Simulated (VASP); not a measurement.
# CoSi (P2_13) in VASP: notebook, part 2 of 2

VASP 6.6.1. Earlier steps stand in the parts before.

## Step 5: Relaxation of the atoms, PBE (volume scaled by 1.040)

Input file INCAR:

```
ALGO = Normal
EDIFF = 1E-6
EDIFFG = -0.01
ENCUT = 520
GGA = PE
IBRION = 2
ISIF = 2
ISMEAR = 0
LASPH = True
LCHARG = False
LREAL = False
LWAVE = False
NELM = 60
NSW = 60
PREC = Accurate
SIGMA = 0.05
```

Input file KPOINTS:

```
k-points
0
Gamma
  8 8 8
```

Input file POSCAR:

```
CoSi
1.0
    4.4891003215      0.0000000000      0.0000000000
    0.0000000000      4.4891003215      0.0000000000
    0.0000000000      0.0000000000      4.4891003215
Co Si
4 4
Direct
    0.1441349794      0.1441349794      0.1441349794
    0.3558650206      0.8558650206      0.6441349794
    0.6441349794      0.3558650206      0.8558650206
    0.8558650206      0.6441349794      0.3558650206
    0.8429213557      0.8429213557      0.8429213557
    0.6570786443      0.1570786443      0.3429213557
    0.3429213557      0.6570786443      0.1570786443
    0.1570786443      0.3429213557      0.6570786443
```

Potentials or basis: VASP PAW PBE potentials, release 64 (Co, Si).

Launch:

```sh
> cat potpaw_PBE.64/Co/POTCAR potpaw_PBE.64/Si/POTCAR > POTCAR
> mpirun -np 1 vasp_std > vasp.out
```

OUTCAR:

```text
EDIFF = 1E-6
   EDIFFG = -0.01
   ENCUT = 520
   GGA = PE
   IBRION = 2
   ISIF = 2
   ISMEAR = 0
   LASPH = True
   LREAL = False
   NELM = 60
   NSW = 60
   PREC = Accurate

 ion  position               nearest neighbor table
   1  0.144  0.144  0.144-   5 2.34   8 2.36   7 2.36   6 2.36   7 2.47   8 2.47   6 2.47   3 2.76
                             4 2.76   2 2.76   2 2.76   4 2.76   3 2.76
   2  0.356  0.856  0.644-   6 2.34   7 2.36   5 2.36   8 2.36   7 2.47   8 2.47   5 2.47   1 2.76
                             1 2.76   3 2.76   3 2.76   4 2.76   4 2.76
   3  0.644  0.356  0.856-   7 2.34   6 2.36   5 2.36   8 2.36   8 2.47   6 2.47   5 2.47   1 2.76
                             4 2.76   2 2.76   2 2.76   4 2.76   1 2.76
   4  0.856  0.644  0.356-   8 2.34   5 2.36   7 2.36   6 2.36   6 2.47   5 2.47   7 2.47   1 2.76
                             3 2.76   2 2.76   1 2.76   2 2.76   3 2.76
   5  0.843  0.843  0.843-   1 2.34   4 2.36   3 2.36   2 2.36   3 2.47   4 2.47   2 2.47   6 2.78
                             7 2.78   8 2.78   6 2.78   8 2.78   7 2.78
   6  0.657  0.157  0.343-   2 2.34   3 2.36   1 2.36   4 2.36   3 2.47   4 2.47   1 2.47   8 2.78
                             5 2.78   5 2.78   7 2.78   7 2.78   8 2.78
   7  0.343  0.657  0.157-   3 2.34   2 2.36   1 2.36   4 2.36   4 2.47   2 2.47   1 2.47   8 2.78
                             5 2.78   8 2.78   6 2.78   6 2.78   5 2.78
   8  0.157  0.343  0.657-   4 2.34   1 2.36   3 2.36   2 2.36   2 2.47   1 2.47   3 2.47   7 2.78
                             5 2.78   7 2.78   5 2.78   6 2.78   6 2.78

  LATTYP: Found a simple cubic cell.
 ALAT       =     4.4891003215

  Lattice vectors:

 A1 = (   4.4891003215,   0.0000000000,   0.0000000000)
 A2 = (   0.0000000000,   4.4891003215,   0.0000000000)
 A3 = (   0.0000000000,   0.0000000000,   4.4891003215)

Analysis of symmetry for initial positions (statically):
=====================================================================
 Subroutine PRICEL returns:
 Original cell was already a primitive cell.

 Routine SETGRP: Setting up the symmetry group for a
 simple cubic supercell.

 Subroutine GETGRP returns: Found 12 space group operations
 (whereof  3 operations were pure point group operations)
 out of a pool of 48 trial point group operations.

[... 156 lines left out ...]
   IVDW    =     0    specifies the selected vdW correction
   LEPSILON=     F    determine dielectric tensor
   LRPA    =     F    only Hartree local field effects (RPA)
 conjugate gradient relaxation of ions
 non-spin polarized calculation
 Gauss-broadening in eV      SIGMA  =   0.05
  energy-cutoff  :      520.00
  volume of cell :       90.46
 maximum number of plane-waves:      2469
 NGX is ok and might be reduce to    36
   NGX = 17   NGY = 17   NGZ = 17

--------------------------------------- Ionic step        1  -------------------------------------------

 number of electron      52.0000021 magnetization

 Free energy of the ion-electron system (eV)
  ---------------------------------------------------
  ext. energy  EPLUGINS =         0.00000000
  ---------------------------------------------------
  free energy    TOTEN  =       -54.65764456 eV

  energy without entropy =      -54.65545458  energy(sigma->0) =      -54.65654957

------------------------ aborting loop because EDIFF is reached ----------------------------------------

  FORCE on cell =-STRESS in cart. coord.  units (eV):
  Direction    XX          YY          ZZ          XY          YZ          ZX
  --------------------------------------------------------------------------------------
  -------------------------------------------------------------------------------------
  Total       -4.5466898     -4.5466898     -4.5466898      0.0000000      0.0000000      0.0000000
  in kB      -80.5244891    -80.5244891    -80.5244891      0.0000000      0.0000000      0.0000000
  external PRESSURE =     -80.5244891 kB  Pullay stress =       0.0000000 kB
[... 155 lines left out ...]
--------------------------------------- Ionic step        5  -------------------------------------------

 number of electron      52.0000013 magnetization

 Free energy of the ion-electron system (eV)
  ---------------------------------------------------
  ext. energy  EPLUGINS =         0.00000000
  ---------------------------------------------------
  free energy    TOTEN  =       -54.65837532 eV

  energy without entropy =      -54.65618017  energy(sigma->0) =      -54.65727774

 E-fermi :  11.5131     XC(G=0): -12.6692

 val. band max:       11.5089704965   @ k =   0.5000   0.5000   0.3750
 cond. band min:      11.6387291826   @ k =   0.5000   0.3750   0.3750
 fundamental gap:      0.1297586861
 Fermi energy:        11.5131378402

 k-point     1 :       0.0000    0.0000    0.0000
  band No.  band energies     occupation
      1      -1.8291      2.00000
      2       3.5242      2.00000
      3       3.5242      2.00000
      4       3.5242      2.00000
      5       6.2228      2.00000
      6       6.2228      2.00000
[... 805 lines left out ...]
     30      13.3914      0.00000
     31      14.2029      0.00000

 [... further k-points ...]
[... 5 lines left out ...]
  --------------------------------------------------------------------------------------
  -------------------------------------------------------------------------------------
  Total       -4.3845194     -4.3845194     -4.3845194      0.0000000      0.0000000      0.0000000
  in kB      -77.6523577    -77.6523577    -77.6523577      0.0000000      0.0000000      0.0000000
  external PRESSURE =     -77.6523577 kB  Pullay stress =       0.0000000 kB
[... 23 lines left out ...]
  FREE ENERGIE OF THE ION-ELECTRON SYSTEM (eV)
  ---------------------------------------------------
  free  energy   TOTEN  =       -54.6583753171 eV

  energy  without entropy=      -54.6561801672  energy(sigma->0) =      -54.65727774

 reached required accuracy - stopping structural energy minimisation
```

OSZICAR:

```text
N       E                     dE             d eps       ncg     rms          rms(c)
DAV:   1     0.350367689999E+03    0.35037E+03   -0.22469E+04  2790   0.191E+03
DAV:   2    -0.275331649343E+02   -0.37790E+03   -0.36904E+03  2790   0.403E+02
DAV:   3    -0.591338883432E+02   -0.31601E+02   -0.30685E+02  3429   0.135E+02
[... 32 lines left out ...]
       N       E                     dE             d eps       ncg     rms          rms(c)
DAV:   1    -0.546583601923E+02   -0.38446E-04   -0.17272E-02  2804   0.717E-01    0.121E-02
DAV:   2    -0.546583767293E+02   -0.16537E-04   -0.18476E-04  3845   0.132E-01    0.102E-02
DAV:   3    -0.546583756552E+02    0.10741E-05   -0.38310E-06  2546   0.181E-02    0.678E-03
DAV:   4    -0.546583753171E+02    0.33810E-06   -0.39803E-06  2237   0.253E-02
   5 F= -.54658375E+02 E0= -.54657278E+02  d E =-.532116E-04
```

CONTCAR:

```text
CoSi
   1.00000000000000
     4.4891003214999996    0.0000000000000000    0.0000000000000000
     0.0000000000000000    4.4891003214999996    0.0000000000000000
     0.0000000000000000    0.0000000000000000    4.4891003214999996
  Co              Si
     4     4
Direct
     0.1432584418294837    0.1432584418294837    0.1432584418294837
     0.3567415581705163    0.8567415581705163    0.6432584418294837
     0.6432584418294837    0.3567415581705163    0.8567415581705163
     0.8567415581705163    0.6432584418294837    0.3567415581705163
     0.8425147492102713    0.8425147492102713    0.8425147492102713
     0.6574852507897287    0.1574852507897288    0.3425147492102713
     0.3425147492102713    0.6574852507897287    0.1574852507897288
     0.1574852507897288    0.3425147492102713    0.6574852507897287

  0.00000000E+00  0.00000000E+00  0.00000000E+00
  0.00000000E+00  0.00000000E+00  0.00000000E+00
  0.00000000E+00  0.00000000E+00  0.00000000E+00
  0.00000000E+00  0.00000000E+00  0.00000000E+00
  0.00000000E+00  0.00000000E+00  0.00000000E+00
  0.00000000E+00  0.00000000E+00  0.00000000E+00
  0.00000000E+00  0.00000000E+00  0.00000000E+00
  0.00000000E+00  0.00000000E+00  0.00000000E+00
```

Run time: 5 min. Hardware: 1 thread of AMD EPYC 7R43 (Zen 3), shared host; peak memory 0.23 GiB.

What came out:

| Property | Result |
| --- | --- |
| Free energy | -54.6584 eV |
| Energy gained by relaxing | 0.1 meV/atom |
| Ionic steps | 5 |
| Pressure after relaxing | -7.8 GPa |
| Largest force after relaxing | 0.004 eV/Å |
| Band gap on the k mesh | zero (band 26 reaches 11.51 eV, above the bottom of band 27 at 11.31 eV) |

Forces on the atoms (eV/Å):
```
Co  -0.002 -0.002 -0.002
Co   0.002  0.002 -0.002
Co  -0.002  0.002  0.002
Co   0.002 -0.002  0.002
Si   0.002  0.002  0.002
Si  -0.002 -0.002  0.002
Si   0.002 -0.002 -0.002
Si  -0.002  0.002 -0.002
```

The path:
```csv
step,energy change (eV),largest force (eV/Å),pressure (GPa)
1,0.0000,0.0398,-8.05
2,-0.0004,0.0302,-8.01
3,-0.0007,0.0156,-7.90
4,-0.0007,0.0142,-7.91
5,-0.0007,0.0042,-7.77
```

Final structure:
```yaml
crystal:
  lattice:
    - [4.48910, 0.00000, 0.00000]
    - [0.00000, 4.48910, 0.00000]
    - [0.00000, 0.00000, 4.48910]
  atoms:
    - { symbol: Co, position: [0.14326, 0.14326, 0.14326] }
    - { symbol: Co, position: [0.35674, 0.85674, 0.64326] }
    - { symbol: Co, position: [0.64326, 0.35674, 0.85674] }
    - { symbol: Co, position: [0.85674, 0.64326, 0.35674] }
    - { symbol: Si, position: [0.84251, 0.84251, 0.84251] }
    - { symbol: Si, position: [0.65749, 0.15749, 0.34251] }
    - { symbol: Si, position: [0.34251, 0.65749, 0.15749] }
    - { symbol: Si, position: [0.15749, 0.34251, 0.65749] }
```

Levels at points of the mesh, in eV from the Fermi level:
```csv
k point,band 24,band 25,band 26,band 27,band 28,band 29
"(0.00, 0.00, 0.00)",-0.73,-0.01,-0.01,-0.01,2.32,2.32
"(0.50, 0.00, 0.00)",-0.62,-0.45,-0.45,0.96,0.96,1.36
"(0.50, 0.50, 0.00)",-0.95,-0.03,-0.03,0.54,0.54,1.86
"(0.50, 0.50, 0.50)",-1.14,-0.21,-0.21,-0.21,-0.21,5.14
```

 Spin polarisation is off, so any magnetic state and its effect on volume and gap are missing.
